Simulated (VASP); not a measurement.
# ScI (Pm-3m) in VASP: single point with r2SCAN

Aim: the single point of ScI with r2SCAN.

All numbers are computed with VASP 6.6.1; they aren't measurements. Logs are shortened: lines on timing, memory, paths and dates and some standing lists are left out, and cuts for length are marked.

## 1. The cell of the first run

Symmetry: Pm-3m, No. 221, cubic system. Conventional cell: a = 4.021 Å, b = 4.021 Å, c = 4.021 Å, α = 90.00°, β = 90.00°, γ = 90.00°. Within 4.6 Å of I (site symmetry m-3m) lie 8 Sc at 3.48 Å and 6 I at 4.02 Å. Within 4.6 Å of Sc (site symmetry m-3m) lie 8 I at 3.48 Å and 6 Sc at 4.02 Å.

## 2. Single point, r2SCAN

Input file POSCAR:

```
ScI
1.0
    4.0214890000      0.0000000000      0.0000000000
    0.0000000000      4.0214890000      0.0000000000
    0.0000000000      0.0000000000      4.0214890000
I Sc
1 1
Direct
    0.5000000000      0.5000000000      0.5000000000
    0.0000000000      0.0000000000      0.0000000000
```

Input file INCAR.step1:

```
PREC     = Accurate       # precision mode
ENCUT    = 550            # plane-wave cutoff, eV
ISMEAR   = -1             # smearing method
SIGMA    = 0.0609         # smearing width, eV
LREAL    = False          # projectors in reciprocal space
LASPH    = True           # aspherical terms in the spheres
NELM     = 120            # most SCF steps
NBANDS   = 16             # bands
GGA      = PE             # functional
ALGO     = Normal         # electronic algorithm
EDIFF    = 1E-5           # SCF threshold, eV
LWAVE    = True           # write WAVECAR
LCHARG   = False          # write CHGCAR
GGA_COMPAT= False
```

Input file INCAR.step2:

```
PREC     = Accurate       # precision mode
ENCUT    = 550            # plane-wave cutoff, eV
EDIFF    = 1E-6           # SCF threshold, eV
ISMEAR   = -1             # smearing method
SIGMA    = 0.0609         # smearing width, eV
LREAL    = False          # projectors in reciprocal space
LASPH    = True           # aspherical terms in the spheres
NELM     = 120            # most SCF steps
ALGO     = Normal         # electronic algorithm
ISIF     = 2              # what is computed and relaxed
LWAVE    = False          # write WAVECAR
LCHARG   = True           # write CHGCAR
METAGGA  = R2SCAN         # meta-GGA
LMIXTAU  = True         
LELF     = True           # ELF
LVHAR    = True         
NBANDS   = 16             # bands
ISTART   = 1            
GGA_COMPAT= False
```

Input file KPOINTS:

```
Automatic mesh
0
Gamma
  8 8 8
```

Potentials or basis: VASP PAW PBE potentials, release 64 (I, Sc_sv).

The run is started by

```sh
> cat potpaw_PBE.64/I/POTCAR potpaw_PBE.64/Sc_sv/POTCAR > POTCAR
> cp INCAR.step1 INCAR
> mpirun -np 1 vasp_std > vasp.out
> cp INCAR.step2 INCAR
> mpirun -np 1 vasp_std > vasp.out
```

OUTCAR:

```text
PREC = Accurate
   ENCUT = 550
   EDIFF = 1E-6
   ISMEAR = -1
   LREAL = False
   LASPH = True
   NELM = 120
   ISIF = 2
   METAGGA = R2SCAN
   ISTART = 1

 ion  position               nearest neighbor table
   1  0.500  0.500  0.500-   2 3.48   2 3.48   2 3.48   2 3.48   2 3.48   2 3.48   2 3.48   2 3.48

   2  0.000  0.000  0.000-   1 3.48   1 3.48   1 3.48   1 3.48   1 3.48   1 3.48   1 3.48   1 3.48

  LATTYP: Found a simple cubic cell.
 ALAT       =     4.0214890000

  Lattice vectors:

 A1 = (   4.0214890000,   0.0000000000,   0.0000000000)
 A2 = (   0.0000000000,   4.0214890000,   0.0000000000)
 A3 = (   0.0000000000,   0.0000000000,   4.0214890000)

Analysis of symmetry for initial positions (statically):
=====================================================================
 Subroutine PRICEL returns:
 Original cell was already a primitive cell.

 Routine SETGRP: Setting up the symmetry group for a
 simple cubic supercell.

 Subroutine GETGRP returns: Found 48 space group operations
 (whereof 48 operations were pure point group operations)
 out of a pool of 48 trial point group operations.

The static configuration has the point symmetry O_h .

Analysis of symmetry for dynamics (positions and initial velocities):
=====================================================================
 Subroutine PRICEL returns:
 Original cell was already a primitive cell.

 Routine SETGRP: Setting up the symmetry group for a
 simple cubic supercell.

 Subroutine GETGRP returns: Found 48 space group operations
 (whereof 48 operations were pure point group operations)
 out of a pool of 48 trial point group operations.

The dynamic configuration has the point symmetry O_h .

 Subroutine INISYM returns: Found 48 space group operations
 (whereof 48 operations are pure point group operations),
 and found     1 'primitive' translations

----------------------------------------------------------------------------------------

                                     Primitive cell

  volume of cell :      65.0370

  direct lattice vectors                    reciprocal lattice vectors
     4.021489000  0.000000000  0.000000000     0.248664114  0.000000000  0.000000000
     0.000000000  4.021489000  0.000000000     0.000000000  0.248664114  0.000000000
     0.000000000  0.000000000  4.021489000     0.000000000  0.000000000  0.248664114

  length of vectors
     4.021489000  4.021489000  4.021489000     0.248664114  0.248664114  0.248664114

  position of ions in fractional coordinates (direct lattice)
     0.500000000  0.500000000  0.500000000
     0.000000000  0.000000000  0.000000000

  ion indices of the primitive-cell ions
   primitive index   ion index
                 1           1
                 2           2

----------------------------------------------------------------------------------------

 KPOINTS: Automatic mesh

Automatic generation of k-mesh.
 Grid dimensions read from file:
 generate k-points for:    8    8    8

 Generating k-lattice:

  Cartesian coordinates                     Fractional coordinates (reciprocal lattice)
     0.031083014  0.000000000  0.000000000     0.125000000  0.000000000  0.000000000
     0.000000000  0.031083014  0.000000000     0.000000000  0.125000000  0.000000000
     0.000000000  0.000000000  0.031083014     0.000000000  0.000000000  0.125000000

  Length of vectors
     0.031083014  0.031083014  0.031083014

  Shift w.r.t. Gamma in fractional coordinates (k-lattice)
     0.000000000  0.000000000  0.000000000

 Subroutine IBZKPT returns following result:
 ===========================================

 Found     35 irreducible k-points:

 Following reciprocal coordinates:
            Coordinates               Weight
  0.000000  0.000000  0.000000      1.000000
  0.125000  0.000000  0.000000      6.000000
  0.250000  0.000000  0.000000      6.000000
  0.375000  0.000000  0.000000      6.000000
  0.500000  0.000000  0.000000      3.000000
  0.125000  0.125000  0.000000     12.000000
[... 16 lines left out ...]
  0.375000  0.375000  0.125000     24.000000
  0.500000  0.375000  0.125000     24.000000
 [... further k-points ...]
   k-points           NKPTS =     35   k-points in BZ     NKDIM =     35   number of bands    NBANDS=     16
   number of dos      NEDOS =    301   number of ions     NIONS =      2
   total plane-waves  NPLWV =  32768
   dimension x,y,z NGX =    32 NGY =   32 NGZ =   32
   dimension x,y,z NGXF=    64 NGYF=   64 NGZF=   64
   ions per type =               1   1
   NGX,Y,Z   is equivalent  to a cutoff of  13.23, 13.23, 13.23 a.u.
   NGXF,Y,Z  is equivalent  to a cutoff of  26.46, 26.46, 26.46 a.u.
 SYSTEM =  unknown system
   PREC   = accura    normal or accurate (medium, high low for compatibility)
   ISTART =      1    job   : 0-new  1-cont  2-samecut
   ICHARG =      0    charge: 1-file 2-atom 10-const
   ISPIN  =      1    spin polarized calculation?
   LNONCOLLINEAR =      F non collinear calculations
   LSORBIT =      F    spin-orbit coupling
   LASPH  =      T    aspherical Exc in radial PAW
   ENCUT  =  550.0 eV  40.42 Ry    6.36 a.u.   7.69  7.69  7.69*2*pi/ulx,y,z
   NELM   =    120;   NELMIN=  2; NELMDL=  0     # of ELM steps
   EDIFF  = 0.1E-05   stopping-criterion for ELM
   LREAL  =      F    real-space projection
[... 7 lines left out ...]
   TEBEG  =    0.0;   TEEND  =   0.0 temperature during run
   PSTRESS=    0.0 pullay stress
   NELECT =      18.0000    total number of electrons
   NUPDOWN=      -1.0000    fix difference up-down
   EMIN   =  10.00;   EMAX   =-10.00  energy-range for DOS
   EFERMI =   0.00;   METHOD = LEGACY
   ISMEAR =    -1;   SIGMA  =   0.06  broadening in eV -4-tet -1-fermi 0-gaus
   EFERMI_NEDOS =   21; number of points for ismear=-14 and -15
   IALGO  =     38    algorithm
   IMIX   =      4    mixing-type and parameters
     AMIX     =   0.40;   BMIX     =  1.00
     AMIX_MAG =   1.60;   BMIX_MAG =  1.00
  volume/ion in A,a.u.               =      32.52       219.45
  Fermi-wavevector in a.u.,A,eV,Ry     =   1.066872  2.016095 15.486353  1.138215
  Thomas-Fermi vector in A             =   2.202470
   LORBIT       =      0    0 simple, 1 ext, 2 COOP (PROOUT), +10 PAW based schemes
   METAGGA = R2SCAN    functional components
   LHFCALC =     F    Hartree Fock is set to
   AEXX    =    0.0000 exact exchange contribution
   IVDW    =     0    specifies the selected vdW correction
   LEPSILON=     F    determine dielectric tensor
   LRPA    =     F    only Hartree local field effects (RPA)
 non-spin polarized calculation
  energy-cutoff  :      550.00
  volume of cell :       65.04
 maximum number of plane-waves:      1935
 NGX is ok and might be reduce to    32
   NGX = 15   NGY = 15   NGZ = 15

 number of electron      18.0000009 magnetization

 Free energy of the ion-electron system (eV)
  ---------------------------------------------------
  ext. energy  EPLUGINS =         0.00000000
  ---------------------------------------------------
  free energy    TOTEN  =       -36.36693875 eV

  energy without entropy =      -36.34857756  energy(sigma->0) =      -36.35775815

 E-fermi :   5.7022     XC(G=0):  -9.4935

 val. band max:        5.6732326443   @ k =   0.1250   0.1250   0.0000
 cond. band min:       5.7218537467   @ k =   0.3750   0.2500   0.2500
 fundamental gap:      0.0486211024
 Fermi energy:         5.7021710971

 k-point     1 :       0.0000    0.0000    0.0000
  band No.  band energies     occupation
      1     -47.1716      2.00000
      2     -24.8368      2.00000
      3     -24.8368      2.00000
      4     -24.8368      2.00000
      5      -9.9260      2.00000
      6       1.6544      2.00000
[... 8 lines left out ...]
     15      10.9461      0.00000
     16      10.9461      0.00000

 k-point     2 :       0.1250    0.0000    0.0000
  band No.  band energies     occupation
      1     -47.1714      2.00000
      2     -24.8406      2.00000
      3     -24.8365      2.00000
      4     -24.8364      2.00000
      5      -9.8726      2.00000
      6       0.9597      2.00000
[... 8 lines left out ...]
     15      10.8072      0.00000
     16      11.1508      0.00000

 k-point     3 :       0.2500    0.0000    0.0000
  band No.  band energies     occupation
      1     -47.1710      2.00000
      2     -24.8499      2.00000
      3     -24.8357      2.00000
      4     -24.8357      2.00000
      5      -9.7370      2.00000
      6      -0.1606      2.00000
[... 8 lines left out ...]
     15      10.4451      0.00000
     16      11.1360      0.00000

 k-point     4 :       0.3750    0.0000    0.0000
  band No.  band energies     occupation
      1     -47.1706      2.00000
      2     -24.8591      2.00000
      3     -24.8350      2.00000
      4     -24.8350      2.00000
      5      -9.5910      2.00000
      6      -0.9944      2.00000
[... 8 lines left out ...]
     15      10.0457      0.00000
     16      10.0700      0.00000
[... 324 lines left out ...]
 k-point    22 :       0.5000    0.2500    0.1250
  band No.  band energies     occupation
      1     -47.1696      2.00000
      2     -24.8609      2.00000
      3     -24.8468      2.00000
      4     -24.8374      2.00000
      5      -9.3459      2.00000
      6      -0.8282      2.00000
[... 8 lines left out ...]
     15       9.2205      0.00000
     16      10.2115      0.00000

 k-point    23 :       0.3750    0.3750    0.1250
  band No.  band energies     occupation
      1     -47.1693      2.00000
      2     -24.8562      2.00000
      3     -24.8559      2.00000
      4     -24.8370      2.00000
      5      -9.2877      2.00000
      6      -0.3355      2.00000
[... 8 lines left out ...]
     15       9.7052      0.00000
     16      10.5474      0.00000

 k-point    24 :       0.5000    0.3750    0.1250
  band No.  band energies     occupation
      1     -47.1691      2.00000
      2     -24.8597      2.00000
      3     -24.8556      2.00000
      4     -24.8367      2.00000
      5      -9.2387      2.00000
      6      -0.5159      2.00000
[... 8 lines left out ...]
     15       9.8656      0.00000
     16      10.2336      0.00000

 [... further k-points ...]

------------------------ aborting loop because EDIFF is reached ----------------------------------------

  FORCE on cell =-STRESS in cart. coord.  units (eV):
  Direction    XX          YY          ZZ          XY          YZ          ZX
  --------------------------------------------------------------------------------------
  -------------------------------------------------------------------------------------
  Total       -3.3571586     -3.3571586     -3.3571586     -0.0000000      0.0000000     -0.0000000
  in kB      -82.7030994    -82.7030994    -82.7030994     -0.0000000      0.0000000     -0.0000000
  external PRESSURE =     -82.7030994 kB  Pullay stress =       0.0000000 kB

 VOLUME and BASIS-vectors are now :
 -----------------------------------------------------------------------------
  energy-cutoff  :      550.00
  volume of cell :       65.04
      direct lattice vectors                 reciprocal lattice vectors
     4.021489000  0.000000000  0.000000000     0.248664114  0.000000000  0.000000000
     0.000000000  4.021489000  0.000000000     0.000000000  0.248664114  0.000000000
     0.000000000  0.000000000  4.021489000     0.000000000  0.000000000  0.248664114

 POSITION                                       TOTAL-FORCE (eV/Angst)
 -----------------------------------------------------------------------------------
      2.01074      2.01074      2.01074         0.000000      0.000000      0.000000
      0.00000      0.00000      0.00000         0.000000      0.000000      0.000000
 -----------------------------------------------------------------------------------
    total drift:                               -0.000000      0.000000     -0.000000

  FREE ENERGIE OF THE ION-ELECTRON SYSTEM (eV)
  ---------------------------------------------------
  free  energy   TOTEN  =       -36.3669387482 eV

  energy  without entropy=      -36.3485775590  energy(sigma->0) =      -36.35775815
```

It took 2.6 min on 1 thread of Intel Xeon 8259CL, shared host; peak memory 0.21 GiB.

Results:

```
Free energy            : -36.3669 eV
Pressure               : -8.3 GPa
Band gap on the k mesh : zero (bands 9 and 10 overlap by 1.65 eV)
```

Caveat: the cell stands under tension; the PAW data sets were made with another functional, which shifts forces and pressure a little; spin-orbit coupling is left out, which moves the levels of the heavy elements.

The gap in the log of VASP goes by the Fermi energy; the results here count the filled bands.